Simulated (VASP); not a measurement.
# As (Cmce) in VASP: a series of runs

As is run at these levels: LDA; tasks: single point.

Program: VASP 6.6.1. These are calculated values, not measurements. Logs are shortened: lines on timing, memory, paths and dates and some standing lists are left out, and cuts for length are marked.

**1. The cell of the first run**

The structure is orthorhombic, space group Cmce (No. 64). The conventional cell has a = 3.716 Å, b = 10.737 Å, c = 4.233 Å, α = 90.00°, β = 90.00°, γ = 90.00°. As (site symmetry m) has 5 As at 2.46 to 3.18 Å within 3.3 Å.

**2. Single point, LDA**

INCAR

```
ALGO = Normal
EDIFF = 1E-6
ENCUT = 500
GGA_COMPAT = F
ISIF = 2
ISMEAR = 0
LASPH = T
LCHARG = T
LELF = T
LREAL = F
LVHAR = T
LWAVE = F
NBANDS = 18
NELM = 120
PREC = Accurate
SIGMA = 0.05
```

KPOINTS

```
k-points
0
Gamma
  14 14 12
```

POSCAR

```
As
1.0
    1.8580068788     -5.3686544344      0.0000000000
    1.8580068788      5.3686544344      0.0000000000
    0.0000000000      0.0000000000      4.2325898769
As
4
Direct
    0.1127054330      0.8872945670      0.0547953257
    0.6127054330      0.3872945670      0.4452046743
    0.8872945670      0.1127054330      0.9452046743
    0.3872945670      0.6127054330      0.5547953257
```

Potentials or basis: VASP PAW LDA potentials, release 64 (As).

Launch:

```
$ cat potpaw_LDA.64/As/POTCAR > POTCAR
$ mpirun -np 1 vasp_std > vasp.out
```

OUTCAR:

```text
EDIFF = 1E-6
   ENCUT = 500
   ISIF = 2
   ISMEAR = 0
   LASPH = T
   LREAL = F
   NELM = 120
   PREC = Accurate

 ion  position               nearest neighbor table
   1  0.113  0.887  0.055-   3 2.46   2 2.49   2 2.49
   2  0.613  0.387  0.445-   4 2.46   1 2.49   1 2.49
   3  0.887  0.113  0.945-   1 2.46   4 2.49   4 2.49
   4  0.387  0.613  0.555-   2 2.46   3 2.49   3 2.49

  LATTYP: Found a base centered orthorhombic cell.
 ALAT       =     3.7160137576
 B/A-ratio  =     2.8894696223
 C/A-ratio  =     1.1390135110

  Lattice vectors:

 A1 = (   1.8580068788,  -5.3686544344,   0.0000000000)
 A2 = (   1.8580068788,   5.3686544344,   0.0000000000)
 A3 = (   0.0000000000,   0.0000000000,   4.2325898769)

Analysis of symmetry for initial positions (statically):
=====================================================================
 Subroutine PRICEL returns:
 Original cell was already a primitive cell.

 Routine SETGRP: Setting up the symmetry group for a
 base centered orthorhombic supercell.

 Subroutine GETGRP returns: Found  8 space group operations
 (whereof  4 operations were pure point group operations)
 out of a pool of  8 trial point group operations.

The static configuration has the point symmetry C_2h.
 The point group associated with its full space group is D_2h.

Analysis of symmetry for dynamics (positions and initial velocities):
=====================================================================
 Subroutine PRICEL returns:
 Original cell was already a primitive cell.

 Routine SETGRP: Setting up the symmetry group for a
 base centered orthorhombic supercell.

 Subroutine GETGRP returns: Found  8 space group operations
 (whereof  4 operations were pure point group operations)
 out of a pool of  8 trial point group operations.

The dynamic configuration has the point symmetry C_2h.
 The point group associated with its full space group is D_2h.

 Subroutine INISYM returns: Found  8 space group operations
 (whereof  4 operations are pure point group operations),
 and found     1 'primitive' translations

----------------------------------------------------------------------------------------

                                     Primitive cell

  volume of cell :      84.4401

  direct lattice vectors                    reciprocal lattice vectors
     1.858006879 -5.368654434  0.000000000     0.269105570 -0.093133206  0.000000000
     1.858006879  5.368654434  0.000000000     0.269105570  0.093133206  0.000000000
     0.000000000  0.000000000  4.232589877     0.000000000  0.000000000  0.236261965

  length of vectors
     5.681077362  5.681077362  4.232589877     0.284765872  0.284765872  0.236261965

  position of ions in fractional coordinates (direct lattice)
     0.112705433  0.887294567  0.054795326
     0.612705433  0.387294567  0.445204674
     0.887294567  0.112705433  0.945204674
     0.387294567  0.612705433  0.554795326

  ion indices of the primitive-cell ions
   primitive index   ion index
                 1           1
                 2           2
                 3           3
                 4           4

----------------------------------------------------------------------------------------

 KPOINTS: k-points

Automatic generation of k-mesh.
 Grid dimensions read from file:
 generate k-points for:   14   14   12

 Generating k-lattice:

  Cartesian coordinates                     Fractional coordinates (reciprocal lattice)
     0.019221826 -0.006652372  0.000000000     0.071428571  0.000000000  0.000000000
     0.019221826  0.006652372  0.000000000     0.000000000  0.071428571  0.000000000
     0.000000000  0.000000000  0.019688497     0.000000000  0.000000000  0.083333333

  Length of vectors
     0.020340419  0.020340419  0.019688497

  Shift w.r.t. Gamma in fractional coordinates (k-lattice)
     0.000000000  0.000000000  0.000000000

 Subroutine IBZKPT returns following result:
 ===========================================

 Found    399 irreducible k-points:

 Following reciprocal coordinates:
            Coordinates               Weight
  0.000000  0.000000  0.000000      1.000000
  0.071429  0.000000  0.000000      4.000000
  0.142857  0.000000  0.000000      4.000000
  0.214286  0.000000  0.000000      4.000000
  0.285714  0.000000  0.000000      4.000000
  0.357143  0.000000  0.000000      4.000000
[... 16 lines left out ...]
  0.214286  0.142857  0.000000      4.000000
  0.285714  0.142857  0.000000      4.000000
 [... further k-points ...]
   k-points           NKPTS =    399   k-points in BZ     NKDIM =    399   number of bands    NBANDS=     18
   number of dos      NEDOS =    301   number of ions     NIONS =      4
   total plane-waves  NPLWV =  56448
   dimension x,y,z NGX =    42 NGY =   42 NGZ =   32
   dimension x,y,z NGXF=    84 NGYF=   84 NGZF=   64
   ions per type =               4
   NGX,Y,Z   is equivalent  to a cutoff of  12.29, 12.29, 12.57 a.u.
   NGXF,Y,Z  is equivalent  to a cutoff of  24.58, 24.58, 25.14 a.u.
 SYSTEM =  unknown system
   PREC   = accura    normal or accurate (medium, high low for compatibility)
   ISTART =      0    job   : 0-new  1-cont  2-samecut
   ICHARG =      2    charge: 1-file 2-atom 10-const
   ISPIN  =      1    spin polarized calculation?
   LNONCOLLINEAR =      F non collinear calculations
   LSORBIT =      F    spin-orbit coupling
   LASPH  =      T    aspherical Exc in radial PAW
   ENCUT  =  500.0 eV  36.75 Ry    6.06 a.u.  10.36 10.36  7.72*2*pi/ulx,y,z
   NELM   =    120;   NELMIN=  2; NELMDL= -5     # of ELM steps
   EDIFF  = 0.1E-05   stopping-criterion for ELM
   LREAL  =      F    real-space projection
   EDIFFG = 0.1E-04   stopping-criterion for IOM
   NSW    =      0    number of steps for IOM
   IBRION =     -1    ionic relax: 0-MD 1-quasi-New 2-CG
   NFREE  =      0    steps in history (QN), initial steepest desc. (CG)
   ISIF   =      2    stress and relaxation
   ISYM   =      2    0-nonsym 1-usesym 2-fastsym
   POTIM  = 0.5000    time-step for ionic-motion
   TEBEG  =    0.0;   TEEND  =   0.0 temperature during run
   PSTRESS=    0.0 pullay stress
   NELECT =      20.0000    total number of electrons
   NUPDOWN=      -1.0000    fix difference up-down
   EMIN   =  10.00;   EMAX   =-10.00  energy-range for DOS
   EFERMI =   0.00;   METHOD = LEGACY
   ISMEAR =     0;   SIGMA  =   0.05  broadening in eV -4-tet -1-fermi 0-gaus
   EFERMI_NEDOS =   21; number of points for ismear=-14 and -15
   IALGO  =     38    algorithm
   IMIX   =      4    mixing-type and parameters
     AMIX     =   0.40;   BMIX     =  1.00
     AMIX_MAG =   1.60;   BMIX_MAG =  1.00
  volume/ion in A,a.u.               =      21.11       142.46
  Fermi-wavevector in a.u.,A,eV,Ry     =   1.012905  1.914112 13.959245  1.025976
  Thomas-Fermi vector in A             =   2.146042
   LORBIT       =      0    0 simple, 1 ext, 2 COOP (PROOUT), +10 PAW based schemes
   GGA     = CA    functional components
   LHFCALC =     F    Hartree Fock is set to
   AEXX    =    0.0000 exact exchange contribution
   IVDW    =     0    specifies the selected vdW correction
   LEPSILON=     F    determine dielectric tensor
   LRPA    =     F    only Hartree local field effects (RPA)
 non-spin polarized calculation
 Gauss-broadening in eV      SIGMA  =   0.05
  energy-cutoff  :      500.00
  volume of cell :       84.44
 maximum number of plane-waves:      2166
 NGX is ok and might be reduce to    42
   NGX = 21   NGY = 21   NGZ = 15

 number of electron      20.0000002 magnetization

 Free energy of the ion-electron system (eV)
  ---------------------------------------------------
  ext. energy  EPLUGINS =         0.00000000
  ---------------------------------------------------
  free energy    TOTEN  =       -21.35842392 eV

  energy without entropy =      -21.35795861  energy(sigma->0) =      -21.35819127

 E-fermi :   5.3375     XC(G=0): -10.2495

 val. band max:        5.3231980367   @ k =   0.5000   0.4286   0.0833
 cond. band min:       5.3446384382   @ k =   0.5000   0.5000   0.0833
 fundamental gap:      0.0214404015
 Fermi energy:         5.3375059133

 k-point     1 :       0.0000    0.0000    0.0000
  band No.  band energies     occupation
      1      -9.6935      2.00000
      2      -6.6342      2.00000
      3      -3.8170      2.00000
      4      -1.0221      2.00000
      5      -0.4634      2.00000
      6       1.0055      2.00000
[... 10 lines left out ...]
     17      12.2356      0.00000
     18      12.4201      0.00000

 k-point     2 :       0.0714    0.0000    0.0000
  band No.  band energies     occupation
      1      -9.6399      2.00000
      2      -6.5973      2.00000
      3      -3.9020      2.00000
      4      -0.9542      2.00000
      5      -0.6908      2.00000
      6       1.0622      2.00000
[... 10 lines left out ...]
     17      11.7221      0.00000
     18      12.4306      0.00000

 k-point     3 :       0.1429    0.0000    0.0000
  band No.  band energies     occupation
      1      -9.4796      2.00000
      2      -6.4860      2.00000
      3      -4.1613      2.00000
      4      -1.2652      2.00000
      5      -0.7525      2.00000
      6       1.2299      2.00000
[... 10 lines left out ...]
     17      10.9413      0.00000
     18      12.4053      0.00000

 k-point     4 :       0.2143    0.0000    0.0000
  band No.  band energies     occupation
      1      -9.2143      2.00000
      2      -6.2986      2.00000
      3      -4.5940      2.00000
      4      -1.9990      2.00000
      5      -0.4229      2.00000
      6       1.4123      2.00000
[... 375 lines left out ...]
      4      -2.8691      2.00000
      5      -0.2768      2.00000
      6       1.4140      2.00000
[... 10 lines left out ...]
     17      11.8096      0.00000
     18      12.9325      0.00000

 k-point    23 :       0.2143    0.1429    0.0000
  band No.  band energies     occupation
      1      -8.4744      2.00000
      2      -5.7513      2.00000
      3      -5.4166      2.00000
      4      -3.6924      2.00000
      5       0.1367      2.00000
      6       1.5897      2.00000
[... 10 lines left out ...]
     17      12.4971      0.00000
     18      13.3476      0.00000

 k-point    24 :       0.2857    0.1429    0.0000
  band No.  band energies     occupation
      1      -7.9466      2.00000
      2      -6.4047      2.00000
      3      -4.9306      2.00000
      4      -4.4474      2.00000
      5       0.6361      2.00000
      6       1.8779      2.00000
[... 10 lines left out ...]
     17      12.5648      0.00000
     18      13.4106      0.00000

 [... further k-points ...]

------------------------ aborting loop because EDIFF is reached ----------------------------------------

  FORCE on cell =-STRESS in cart. coord.  units (eV):
  Direction    XX          YY          ZZ          XY          YZ          ZX
  --------------------------------------------------------------------------------------
  -------------------------------------------------------------------------------------
  Total        0.2558405      0.2883459      0.2111209      0.0000000      0.0000000      0.0000000
  in kB        4.8543476      5.4711089      4.0058336      0.0000000      0.0000000      0.0000000
  external PRESSURE =       4.7770967 kB  Pullay stress =       0.0000000 kB

 VOLUME and BASIS-vectors are now :
 -----------------------------------------------------------------------------
  energy-cutoff  :      500.00
  volume of cell :       84.44
      direct lattice vectors                 reciprocal lattice vectors
     1.858006879 -5.368654434  0.000000000     0.269105570 -0.093133206  0.000000000
     1.858006879  5.368654434  0.000000000     0.269105570  0.093133206  0.000000000
     0.000000000  0.000000000  4.232589877     0.000000000  0.000000000  0.236261965

 POSITION                                       TOTAL-FORCE (eV/Angst)
 -----------------------------------------------------------------------------------
      1.85801      4.15850      0.23193         0.000000     -0.059962     -0.052181
      1.85801     -1.21015      1.88437         0.000000     -0.059962      0.052181
      1.85801     -4.15850      4.00066         0.000000      0.059962      0.052181
      1.85801      1.21015      2.34822         0.000000      0.059962     -0.052181
 -----------------------------------------------------------------------------------
    total drift:                               -0.000000     -0.000000      0.000000

  FREE ENERGIE OF THE ION-ELECTRON SYSTEM (eV)
  ---------------------------------------------------
  free  energy   TOTEN  =       -21.3584239213 eV

  energy  without entropy=      -21.3579586126  energy(sigma->0) =      -21.35819127
```

Wall time 4.2 min (1 thread of Oxide Virtual Turin-like, shared host); peak memory 0.48 GiB.

Results:

- Free energy: -21.3584 eV
- Pressure: 0.5 GPa
- Largest force: 0.079 eV/Å
- Band gap on the k mesh: zero (bands 10 and 11 overlap by 0.54 eV)

Forces on the atoms (eV/Å):
```
As   0.000 -0.060 -0.052
As   0.000 -0.060  0.052
As   0.000  0.060  0.052
As   0.000  0.060 -0.052
```

**3. Single point, LDA**

This run uses another cell than the first one, of 22.43 Å³/atom.

INCAR

```
PREC = Accurate
ENCUT = 500
EDIFF = 1E-6
ISMEAR = 0
SIGMA = 0.05
LREAL = F
LASPH = T
NELM = 120
ALGO = Normal
ISIF = 2
LWAVE = F
LCHARG = F
GGA = CA
NBANDS = 18
GGA_COMPAT = F
```

KPOINTS

```
Automatic mesh
0
Gamma
  14 14 12
```

POSCAR

```
As
1.0
    1.8250000000     -5.5000000000      0.0000000000
    1.8250000000      5.5000000000      0.0000000000
    0.0000000000      0.0000000000      4.4700000000
As
4
Direct
    0.1095977196      0.8904022804      0.0628379831
    0.6095977196      0.3904022804      0.4371620169
    0.8904022804      0.1095977196      0.9371620169
    0.3904022804      0.6095977196      0.5628379831
```

Potentials or basis: VASP PAW LDA potentials, release 64 (As).

Launch:

```
$ cat potpaw_LDA.64/As/POTCAR > POTCAR
$ mpirun -np 1 vasp_std > vasp.out
```

It took 6 min on 1 thread of Oxide Virtual Turin-like, shared host; peak memory 0.51 GiB.

The run converged. Its results:

```
Free energy            : -21.3234 eV
Pressure               : -0.8 GPa
Largest force          : 0.080 eV/Å
Band gap on the k mesh : zero (bands 10 and 11 overlap by 0.16 eV)
```

Forces on the atoms (eV/Å):
```
As   0.000 -0.058 -0.055
As   0.000 -0.058  0.055
As   0.000  0.058  0.055
As   0.000  0.058 -0.055
```

Stress tensor (GPa, compression positive):
```
-0.21  0.00  0.00
 0.00 -1.07  0.00
 0.00  0.00 -1.13
```

Levels at points of the mesh, in eV from the Fermi level:
```
           k point  band 7  band 8  band 9  band 10  band 11  band 12  band 13  band 14
(0.00, 0.00, 0.00)   -3.14   -2.25   -1.97    -1.04     1.81     1.85     2.35     3.35
(0.50, 0.00, 0.00)   -2.54   -2.54   -2.40    -2.40     0.84     0.84     1.05     1.05
(0.50, 0.50, 0.00)   -3.49   -1.62   -1.39    -0.38     0.11     1.80     2.22     3.00
(0.00, 0.00, 0.50)   -2.12   -2.12   -0.67    -0.67     0.93     0.93     2.10     2.10
(0.50, 0.00, 0.50)   -4.70   -4.70   -1.83    -1.83     1.90     1.90     4.59     4.59
(0.50, 0.50, 0.50)   -1.94   -1.94   -1.18    -1.18     1.41     1.41     1.73     1.73
```

The gap in the log of VASP goes by the Fermi energy; the results here count the filled bands.